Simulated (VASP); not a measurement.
Here is a VASP 6.6.1 calculation.

INCAR

```
ALGO     = Fast           # electronic algorithm
EDIFF    = 1E-6           # SCF threshold, eV
EDIFFG   = -0.01          # ionic threshold
ENCUT    = 600            # plane-wave cutoff, eV
GGA      = PE             # functional
IBRION   = 2              # ionic algorithm
ISIF     = 3              # what is computed and relaxed
ISMEAR   = 0              # smearing method
LASPH    = True           # aspherical terms in the spheres
LCHARG   = False          # write CHGCAR
LREAL    = False          # projectors in reciprocal space
LWAVE    = False          # write WAVECAR
NELM     = 60             # most SCF steps
NSW      = 100            # ionic steps
PREC     = Accurate       # precision mode
SIGMA    = 0.1            # smearing width, eV
```

File KPOINTS:

```
k-points
0
Gamma
  12 12 12
```

File POSCAR:

```
Ta3Ag
1.0
    4.1578340389      0.0000000000      0.0000000000
    0.0000000000      4.1578340389      0.0000000000
    0.0000000000      0.0000000000      4.1578340389
Ta Ag
3 1
Direct
    0.0000000000      0.5000000000      0.5000000000
    0.5000000000      0.0000000000      0.5000000000
    0.5000000000      0.5000000000      0.0000000000
    0.0000000000      0.0000000000      0.0000000000
```

Potentials or basis: VASP PAW PBE potentials, release 64 (Ta_pv, Ag).

The run is started by

```console
$ cat potpaw_PBE.64/Ta_pv/POTCAR potpaw_PBE.64/Ag/POTCAR > POTCAR
$ mpirun -np 1 vasp_std > vasp.out
```

**Question.** Predict the relaxed cell.

**Answer.** a = 4.160 Å, b = 4.160 Å, c = 4.160 Å, α = 90.00°, β = 90.00°, γ = 90.00°.

**Question.** Estimate the band gap on the k mesh.

**Answer.** Zero (bands 22 and 23 overlap by 2.67 eV).

Final structure:
```
CELL_PARAMETERS angstrom
4.15959 0.00000 0.00000
0.00000 4.15959 0.00000
0.00000 0.00000 4.15959
ATOMIC_POSITIONS crystal
Ta 0.00000 0.50000 0.50000
Ta 0.50000 0.00000 0.50000
Ta 0.50000 0.50000 0.00000
Ag 0.00000 0.00000 0.00000
```

Caveat: spin-orbit coupling is left out, which moves the levels of the heavy elements.
